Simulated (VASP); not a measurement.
The system is Mg.

```
Mg
1.0
    -1.83599    1.83599    1.67940
     1.83599   -1.83599    1.67940
     1.83599    1.83599   -1.67940
Mg
1
Cartesian
  0.0000 0.0000 0.0000
```

```yaml
Program: VASP 6.6.1
Task: relaxation of cell and atoms
Functional: PBEsol
Potentials_or_basis: VASP PAW PBE potentials, release 64 (Mg)
Cutoff: 600 eV
k_mesh: 10 × 10 × 10
Occupations: fermi-dirac, width 0.1 eV
Spin: no spin polarisation
```

At the start: pressure -0.1 GPa; volume 22.64 Å³/atom.

**Question.** Where does the relaxation end?

**Answer.** Over 7 steps the energy falls by 2.9 meV/atom and the volume is 22.54 Å³/atom (-0.5 %); space group I4/mmm (No. 139, to 0.1 Å) before, Im-3m (No. 229, to 0.1 Å).

The path:
| step | energy change (eV) | largest force (eV/Å) | pressure (GPa) | volume (Å³) |
| --- | --- | --- | --- | --- |
| 1 | 0.0000 | 0.0000 | -0.12 | 22.64 |
| 2 | -0.0006 | 0.0000 | -0.04 | 22.59 |
| 3 | -0.0018 | 0.0000 | 0.22 | 22.41 |
| 4 | -0.0016 | 0.0000 | 0.83 | 22.05 |
| 5 | -0.0021 | 0.0000 | 0.52 | 22.22 |
| 6 | -0.0026 | 0.0000 | 0.31 | 22.35 |
| 7 | -0.0029 | 0.0000 | -0.01 | 22.54 |

Final structure:
```
CELL_PARAMETERS angstrom
-1.79290 1.79290 1.75274
1.79290 -1.79290 1.75274
1.79290 1.79290 -1.75274
ATOMIC_POSITIONS crystal
Mg 0.00000 0.00000 0.00000
```

Caveat: the PAW data sets were made with another functional, which shifts forces and pressure a little.
